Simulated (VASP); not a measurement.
# BaFeO3 (Pm-3m) in VASP: single point with LDA

Aim: the single point of BaFeO3 with LDA.

Program: VASP 6.6.1. These are calculated values, not measurements. Logs are shortened: lines on timing, memory, paths and dates and some standing lists are left out, and cuts for length are marked.

### 1 The cell of the first run

Symmetry: Pm-3m, No. 221, cubic system. The conventional cell has a = 4.020 Å, b = 4.020 Å, c = 4.020 Å, α = 90.00°, β = 90.00°, γ = 90.00°. Ba (site symmetry m-3m) has 12 O at 2.84 Å and 8 Fe at 3.48 Å within 3.7 Å. Within 2.7 Å of Fe (site symmetry m-3m) lie 6 O at 2.01 Å. Within 2.7 Å of O (site symmetry 4/mmm) lie 2 Fe at 2.01 Å.

### 2 Single point, LDA, collinear spin, ferromagnetic start

The input, INCAR:

```
  PREC = Accurate
  ENCUT = 600
  EDIFF = 1E-6
  ISMEAR = -1
  SIGMA = 0.2
  LREAL = F
  LASPH = T
  NELM = 200
  ALGO = Normal
  ISIF = 2
  LWAVE = F
  LCHARG = T
  ISPIN = 2
  MAGMOM = 0 3.5 0 0 0
  LORBIT = 11
  LMAXMIX = 4
  LELF = T
  LVHAR = T
  NBANDS = 30
  GGA_COMPAT = F
```

The input, KPOINTS:

```
Automatic mesh
0
Gamma
  8 8 8
```

The input, POSCAR:

```
BaFeO3
1.0
    4.0200000000      0.0000000000      0.0000000000
    0.0000000000      4.0200000000      0.0000000000
    0.0000000000      0.0000000000      4.0200000000
Ba Fe O
1 1 3
Direct
    0.0000000000      0.0000000000      0.0000000000
    0.5000000000      0.5000000000      0.5000000000
    0.5000000000      0.5000000000      0.0000000000
    0.0000000000      0.5000000000      0.5000000000
    0.5000000000      0.0000000000      0.5000000000
```

Potentials or basis: VASP PAW LDA potentials, release 64 (Ba_sv, Fe, O).

Launch:

```bash
$ cat potpaw_LDA.64/Ba_sv/POTCAR potpaw_LDA.64/Fe/POTCAR potpaw_LDA.64/O/POTCAR > POTCAR
$ mpirun -np 1 vasp_std > vasp.out
```

OUTCAR:

```text
PREC = Accurate
   ENCUT = 600
   EDIFF = 1E-6
   ISMEAR = -1
   LREAL = F
   LASPH = T
   NELM = 200
   ISIF = 2
   ISPIN = 2
   LORBIT = 11

 ion  position               nearest neighbor table
   1  0.000  0.000  0.000-   3 2.84   4 2.84   5 2.84   4 2.84   5 2.84   3 2.84   4 2.84   4 2.84
                             3 2.84   5 2.84   5 2.84   3 2.84   2 3.48   2 3.48   2 3.48   2 3.48
   2  0.500  0.500  0.500-   3 2.01   4 2.01   5 2.01   3 2.01   5 2.01   4 2.01   1 3.48   1 3.48
                             1 3.48   1 3.48   1 3.48   1 3.48   1 3.48   1 3.48
   3  0.500  0.500  0.000-   2 2.01   2 2.01   1 2.84   1 2.84   1 2.84   1 2.84
   4  0.000  0.500  0.500-   2 2.01   2 2.01   1 2.84   1 2.84   1 2.84   1 2.84
   5  0.500  0.000  0.500-   2 2.01   2 2.01   1 2.84   1 2.84   1 2.84   1 2.84

  LATTYP: Found a simple cubic cell.
 ALAT       =     4.0200000000

  Lattice vectors:

 A1 = (   4.0200000000,   0.0000000000,   0.0000000000)
 A2 = (   0.0000000000,   4.0200000000,   0.0000000000)
 A3 = (   0.0000000000,   0.0000000000,   4.0200000000)

Analysis of symmetry for initial positions (statically):
=====================================================================
 Subroutine PRICEL returns:
 Original cell was already a primitive cell.

 Routine SETGRP: Setting up the symmetry group for a
 simple cubic supercell.

 Subroutine GETGRP returns: Found 48 space group operations
 (whereof 48 operations were pure point group operations)
 out of a pool of 48 trial point group operations.

The static configuration has the point symmetry O_h .

Analysis of symmetry for dynamics (positions and initial velocities):
=====================================================================
 Subroutine PRICEL returns:
 Original cell was already a primitive cell.

 Routine SETGRP: Setting up the symmetry group for a
 simple cubic supercell.

 Subroutine GETGRP returns: Found 48 space group operations
 (whereof 48 operations were pure point group operations)
 out of a pool of 48 trial point group operations.

The dynamic configuration has the point symmetry O_h .

Analysis of structural, dynamic, and magnetic symmetry:
=====================================================================
 Subroutine PRICEL returns:
 Original cell was already a primitive cell.

 Routine SETGRP: Setting up the symmetry group for a
 simple cubic supercell.

 Subroutine GETGRP returns: Found 48 space group operations
 (whereof 48 operations were pure point group operations)
 out of a pool of 48 trial point group operations.

The overall configuration has the point symmetry O_h .

 Subroutine INISYM returns: Found 48 space group operations
 (whereof 48 operations are pure point group operations),
 and found     1 'primitive' translations

----------------------------------------------------------------------------------------

                                     Primitive cell

  volume of cell :      64.9648

  direct lattice vectors                    reciprocal lattice vectors
     4.020000000  0.000000000  0.000000000     0.248756219  0.000000000  0.000000000
     0.000000000  4.020000000  0.000000000     0.000000000  0.248756219  0.000000000
     0.000000000  0.000000000  4.020000000     0.000000000  0.000000000  0.248756219

  length of vectors
     4.020000000  4.020000000  4.020000000     0.248756219  0.248756219  0.248756219

  position of ions in fractional coordinates (direct lattice)
     0.000000000  0.000000000  0.000000000
     0.500000000  0.500000000  0.500000000
     0.500000000  0.500000000  0.000000000
     0.000000000  0.500000000  0.500000000
     0.500000000  0.000000000  0.500000000

  ion indices of the primitive-cell ions
   primitive index   ion index
                 1           1
                 2           2
                 3           3
                 4           4
                 5           5

----------------------------------------------------------------------------------------

 KPOINTS: Automatic mesh

Automatic generation of k-mesh.
 Grid dimensions read from file:
 generate k-points for:    8    8    8

 Generating k-lattice:

  Cartesian coordinates                     Fractional coordinates (reciprocal lattice)
     0.031094527  0.000000000  0.000000000     0.125000000  0.000000000  0.000000000
     0.000000000  0.031094527  0.000000000     0.000000000  0.125000000  0.000000000
     0.000000000  0.000000000  0.031094527     0.000000000  0.000000000  0.125000000

  Length of vectors
     0.031094527  0.031094527  0.031094527

  Shift w.r.t. Gamma in fractional coordinates (k-lattice)
     0.000000000  0.000000000  0.000000000

 Subroutine IBZKPT returns following result:
 ===========================================

 Found     35 irreducible k-points:

 Following reciprocal coordinates:
            Coordinates               Weight
  0.000000  0.000000  0.000000      1.000000
  0.125000  0.000000  0.000000      6.000000
  0.250000  0.000000  0.000000      6.000000
  0.375000  0.000000  0.000000      6.000000
  0.500000  0.000000  0.000000      3.000000
  0.125000  0.125000  0.000000     12.000000
[... 16 lines left out ...]
  0.375000  0.375000  0.125000     24.000000
  0.500000  0.375000  0.125000     24.000000
 [... further k-points ...]
   k-points           NKPTS =     35   k-points in BZ     NKDIM =     35   number of bands    NBANDS=     30
   number of dos      NEDOS =    301   number of ions     NIONS =      5
   total plane-waves  NPLWV =  32768
   dimension x,y,z NGX =    32 NGY =   32 NGZ =   32
   dimension x,y,z NGXF=    64 NGYF=   64 NGZF=   64
   ions per type =               1   1   3
   NGX,Y,Z   is equivalent  to a cutoff of  13.23, 13.23, 13.23 a.u.
   NGXF,Y,Z  is equivalent  to a cutoff of  26.47, 26.47, 26.47 a.u.
 SYSTEM =  unknown system
   PREC   = accura    normal or accurate (medium, high low for compatibility)
   ISTART =      0    job   : 0-new  1-cont  2-samecut
   ICHARG =      2    charge: 1-file 2-atom 10-const
   ISPIN  =      2    spin polarized calculation?
   LNONCOLLINEAR =      F non collinear calculations
   LSORBIT =      F    spin-orbit coupling
   LASPH  =      T    aspherical Exc in radial PAW
   ENCUT  =  600.0 eV  44.10 Ry    6.64 a.u.   8.03  8.03  8.03*2*pi/ulx,y,z
   NELM   =    200;   NELMIN=  2; NELMDL= -5     # of ELM steps
   EDIFF  = 0.1E-05   stopping-criterion for ELM
   LREAL  =      F    real-space projection
   EDIFFG = 0.1E-04   stopping-criterion for IOM
   NSW    =      0    number of steps for IOM
   IBRION =     -1    ionic relax: 0-MD 1-quasi-New 2-CG
   NFREE  =      0    steps in history (QN), initial steepest desc. (CG)
   ISIF   =      2    stress and relaxation
   ISYM   =      2    0-nonsym 1-usesym 2-fastsym
   POTIM  = 0.5000    time-step for ionic-motion
   TEBEG  =    0.0;   TEEND  =   0.0 temperature during run
   PSTRESS=    0.0 pullay stress
   NELECT =      36.0000    total number of electrons
   NUPDOWN=      -1.0000    fix difference up-down
   EMIN   =  10.00;   EMAX   =-10.00  energy-range for DOS
   EFERMI =   0.00;   METHOD = LEGACY
   ISMEAR =    -1;   SIGMA  =   0.20  broadening in eV -4-tet -1-fermi 0-gaus
   EFERMI_NEDOS =   21; number of points for ismear=-14 and -15
   IALGO  =     38    algorithm
   IMIX   =      4    mixing-type and parameters
     AMIX     =   0.40;   BMIX     =  1.00
     AMIX_MAG =   1.60;   BMIX_MAG =  1.00
  volume/ion in A,a.u.               =      12.99        87.68
  Fermi-wavevector in a.u.,A,eV,Ry     =   1.344672  2.541061 24.601267  1.808142
  Thomas-Fermi vector in A             =   2.472647
   LORBIT       =     11    0 simple, 1 ext, 2 COOP (PROOUT), +10 PAW based schemes
   GGA     = CA    functional components
   LHFCALC =     F    Hartree Fock is set to
   AEXX    =    0.0000 exact exchange contribution
   IVDW    =     0    specifies the selected vdW correction
   LEPSILON=     F    determine dielectric tensor
   LRPA    =     F    only Hartree local field effects (RPA)
 spin polarized calculation
  energy-cutoff  :      600.00
  volume of cell :       64.96
 maximum number of plane-waves:      2216
   NGX = 17   NGY = 17   NGZ = 17

 number of electron      36.0000007 magnetization       3.5339184

 Free energy of the ion-electron system (eV)
  ---------------------------------------------------
  ext. energy  EPLUGINS =         0.00000000
  ---------------------------------------------------
  free energy    TOTEN  =       -38.26908798 eV

  energy without entropy =      -37.98954651  energy(sigma->0) =      -38.12931724

 E-fermi :   2.4971     XC(G=0): -11.5570

 val. band max:        2.4742723008   @ k =   0.1250   0.1250   0.0000
 cond. band min:       2.4975340373   @ k =   0.1250   0.1250   0.0000
 fundamental gap:      0.0232617365
 Fermi energy:         2.4971003064

 spin component 1

 k-point     1 :       0.0000    0.0000    0.0000
  band No.  band energies     occupation
      1     -22.4548      1.00000
      2     -14.9177      1.00000
      3     -13.8867      1.00000
      4     -13.8867      1.00000
      5      -7.6820      1.00000
      6      -7.6820      1.00000
[... 22 lines left out ...]
     29      17.9469      0.00000
     30      17.9469      0.00000

 k-point     2 :       0.1250    0.0000    0.0000
  band No.  band energies     occupation
      1     -22.4385      1.00000
      2     -14.9201      1.00000
      3     -13.9223      1.00000
      4     -13.8815      1.00000
      5      -7.6536      1.00000
      6      -7.6536      1.00000
[... 22 lines left out ...]
     29      17.8413      0.00000
     30      17.9868      0.00000

 k-point     3 :       0.2500    0.0000    0.0000
  band No.  band energies     occupation
      1     -22.3987      1.00000
      2     -14.9454      1.00000
      3     -13.9825      1.00000
      4     -13.8689      1.00000
      5      -7.5827      1.00000
      6      -7.5827      1.00000
[... 682 lines left out ...]
     29      15.4488      0.00000
     30      15.5266      0.00000

 k-point    24 :       0.5000    0.3750    0.1250
  band No.  band energies     occupation
      1     -22.2587      1.00000
      2     -14.5107      1.00000
      3     -14.1847      1.00000
      4     -14.0590      1.00000
      5      -7.7941      1.00000
      6      -7.7359      1.00000
[... 22 lines left out ...]
     29      15.3584      0.00000
     30      15.5517      0.00000

 [... further k-points ...]

 spin component 2

 k-point     1 :       0.0000    0.0000    0.0000
  band No.  band energies     occupation
      1     -22.4376      1.00000
      2     -14.6218      1.00000
      3     -13.5518      1.00000
      4     -13.5518      1.00000
      5      -7.6503      1.00000
      6      -7.6503      1.00000
[... 22 lines left out ...]
     29      18.2718      0.00000
     30      18.2718      0.00000

 k-point     2 :       0.1250    0.0000    0.0000
  band No.  band energies     occupation
      1     -22.4219      1.00000
      2     -14.6252      1.00000
      3     -13.5922      1.00000
      4     -13.5463      1.00000
      5      -7.6222      1.00000
      6      -7.6222      1.00000
[... 22 lines left out ...]
     29      18.1795      0.00000
     30      18.3121      0.00000

 k-point     3 :       0.2500    0.0000    0.0000
  band No.  band energies     occupation
      1     -22.3833      1.00000
      2     -14.6522      1.00000
      3     -13.6640      1.00000
      4     -13.5331      1.00000
      5      -7.5523      1.00000
      6      -7.5523      1.00000
[... 682 lines left out ...]
     29      15.8018      0.00000
     30      15.8465      0.00000

 k-point    24 :       0.5000    0.3750    0.1250
  band No.  band energies     occupation
      1     -22.2467      1.00000
      2     -14.2101      1.00000
      3     -13.8893      1.00000
      4     -13.7451      1.00000
      5      -7.7513      1.00000
      6      -7.6903      1.00000
[... 22 lines left out ...]
     29      15.6850      0.00000
     30      15.7113      0.00000

 [... further k-points ...]
[... 5 lines left out ...]
  --------------------------------------------------------------------------------------
  -------------------------------------------------------------------------------------
  Total       -6.5233251     -6.5233251     -6.5233251      0.0000000     -0.0000000      0.0000000
  in kB     -160.8797733   -160.8797733   -160.8797733      0.0000000     -0.0000000      0.0000000
  external PRESSURE =    -160.8797733 kB  Pullay stress =       0.0000000 kB

 VOLUME and BASIS-vectors are now :
 -----------------------------------------------------------------------------
  energy-cutoff  :      600.00
  volume of cell :       64.96
      direct lattice vectors                 reciprocal lattice vectors
     4.020000000  0.000000000  0.000000000     0.248756219  0.000000000  0.000000000
     0.000000000  4.020000000  0.000000000     0.000000000  0.248756219  0.000000000
     0.000000000  0.000000000  4.020000000     0.000000000  0.000000000  0.248756219

 POSITION                                       TOTAL-FORCE (eV/Angst)
 -----------------------------------------------------------------------------------
      0.00000      0.00000      0.00000         0.000000      0.000000      0.000000
      2.01000      2.01000      2.01000         0.000000      0.000000      0.000000
      2.01000      2.01000      0.00000         0.000000      0.000000      0.000000
      0.00000      2.01000      2.01000         0.000000      0.000000      0.000000
      2.01000      0.00000      2.01000         0.000000      0.000000      0.000000
 -----------------------------------------------------------------------------------
    total drift:                                0.000000     -0.000000     -0.000000

  FREE ENERGIE OF THE ION-ELECTRON SYSTEM (eV)
  ---------------------------------------------------
  free  energy   TOTEN  =       -38.2690879769 eV

  energy  without entropy=      -37.9895465081  energy(sigma->0) =      -38.12931724

 total charge

# of ion       s       p       d       tot
------------------------------------------
    1        2.002   5.626   0.312   7.940
    2        0.367   0.534   5.958   6.859
    3        1.553   3.346   0.000   4.899
    4        1.553   3.346   0.000   4.899
    5        1.553   3.346   0.000   4.899
--------------------------------------------------
tot          7.029  16.198   6.269  29.496

 magnetization (x)

# of ion       s       p       d       tot
------------------------------------------
    1        0.001   0.009   0.007   0.017
    2        0.016   0.014   2.796   2.825
    3        0.009   0.158   0.000   0.167
    4        0.009   0.158   0.000   0.167
    5        0.009   0.158   0.000   0.167
--------------------------------------------------
tot          0.046   0.496   2.802   3.344
```

Wall time 3.1 min (1 thread of Intel Xeon 8259CL, shared host); peak memory 0.26 GiB.

What came out:

```yaml
Free_energy: -38.2691 eV
Pressure: -16.1 GPa
Net_moment: 3.53 μB per cell
Site_moments: Ba +0.02; Fe +2.83; O +0.17 μB
Valence_electrons_inside_the_program's_atomic_spheres: Ba 7.94; Fe 6.86; O 4.90
```

Caveat: spin-orbit coupling is left out, which moves the levels of the heavy elements; a cell with one magnetic atom can't hold antiferromagnetic order, which such compounds often take; semilocal functionals often make such compounds metallic where correlation or magnetic order opens a gap, which also shifts bond lengths. With open d or f shells a metallic result of LDA can be an artefact of self-interaction; +U or a hybrid may open a gap.
